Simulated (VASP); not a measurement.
Write the native input for VASP 6.6.1 that does the following.

| Property | Result |
| --- | --- |
| Task | relaxation of cell and atoms |
| Functional | PBEsol |
| Potentials or basis | VASP PAW PBE potentials, release 64 (Au) |
| Cutoff | 500 eV |
| k mesh | 9 × 9 × 9 |
| Occupations | fermi-dirac, width 0.1 eV |
| Spin | no spin polarisation |
| Dipole correction | no |
| Further INCAR settings | ALGO = Normal; EDIFF = 1e-07; IBRION = 2; EDIFFG = -0.01; NSW = 60; ISIF = 3 |

The structure of Au lies in POSCAR:

```
Au
1.0
    0.0000000000      2.0409909107      2.0409909107
    2.0409909107      0.0000000000      2.0409909107
    2.0409909107      2.0409909107      0.0000000000
Au
1
Direct
    0.0000000000      0.0000000000      0.0000000000
```

One way to write it, as run:

INCAR

```
SYSTEM = Au
ALGO = Normal ; EDIFF = 1E-7
EDIFFG = -0.01 ; ENCUT = 500
GGA = PS ; GGA_COMPAT = .FALSE.
IBRION = 2 ; ISIF = 3
ISMEAR = -1 ; LASPH = .TRUE.
LCHARG = .FALSE. ; LREAL = .FALSE.
LWAVE = .FALSE. ; NELM = 120
NELMIN = 4 ; NSW = 60
PREC = Accurate ; SIGMA = 0.1
```

KPOINTS

```
k-points
0
G
  9 9 9
  0 0 0
```

Potentials or basis: VASP PAW PBE potentials, release 64 (Au).

Launch:

```sh
$ cat potpaw_PBE.64/Au/POTCAR > POTCAR
$ mpirun -np 1 vasp_std > vasp.out
```

Results of the run:

```
Relaxed volume                        : 16.98 Å³/atom
Relaxed cell                          : a = 2.885 Å, b = 2.885 Å, c = 2.885 Å, α = 60.00°, β = 60.00°, γ = 60.00°
Space group after relaxing (to 0.1 Å) : Fm-3m (No. 225)
Energy gained by relaxing             : 0.0 meV/atom
Ionic steps                           : 3
Pressure after relaxing               : 0.0 GPa
Band gap on the k mesh                : zero (an odd number of electrons rules out a gap without spin polarisation)
```

Caveat: the PAW data sets were made with another functional, which shifts forces and pressure a little; spin-orbit coupling is left out, which moves the levels of the heavy elements.

Wall time 10 s on 1 thread of Intel(R) Xeon(R) Platinum 8259CL CPU @ 2.50GHz (Skylake/Cascade Lake), with other jobs on the host, peak memory 0.14 GiB.
